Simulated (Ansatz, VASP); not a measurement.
**One calculation of SnO2, two programs**

```xyz
6
Lattice="4.8627 0.0000 0.0000 0.0000 4.8632 0.0000 0.0000 0.0000 3.2851" Properties=species:S:1:pos:R:3 pbc="T T T"
Sn    2.4313    2.4316    1.6426
Sn    0.0000    0.0000    0.0000
O     1.4879    1.3207    0.0000
O     3.9193    1.1109    1.6426
O     0.9434    3.7523    1.6426
O     3.3748    3.5425    0.0000
```

Alike in both runs: task single point; functional LDA; k mesh 6 × 6 × 8; occupations gaussian, width 0.05 eV; no spin polarisation.

|  | VASP | Ansatz |
| --- | --- | --- |
| version | VASP 6.6.1 | Ansatz 0.2.0 |
| potentials or method | VASP PAW LDA potentials, release 64 (Sn_d, O), cutoff 520 eV | scalar-relativistic, plane waves, PAW |
| valence electrons in the cell | 52 | 52 |

```tsv
	VASP	Ansatz	Ansatz less VASP
gap on the k mesh at the Fermi level (eV)	0.38	0.38	-0.006
least direct gap on the mesh (eV)	0.62	0.63	+0.012
pressure (GPa)	-14.2	-15.1	-0.91
traceless stress, the component that is largest in VASP (GPa)	3.77	3.59	-0.177
rms of the force components (eV/Å)	0.974	0.948	-0.0254
```

Ansatz warns that its potentials were made for another functional, while VASP's fit it. LDA's correlation is that of Perdew and Zunger in VASP and of Perdew and Wang (1992) in Ansatz. Atom by atom the forces differ by 0.026 eV/Å (rms over components).
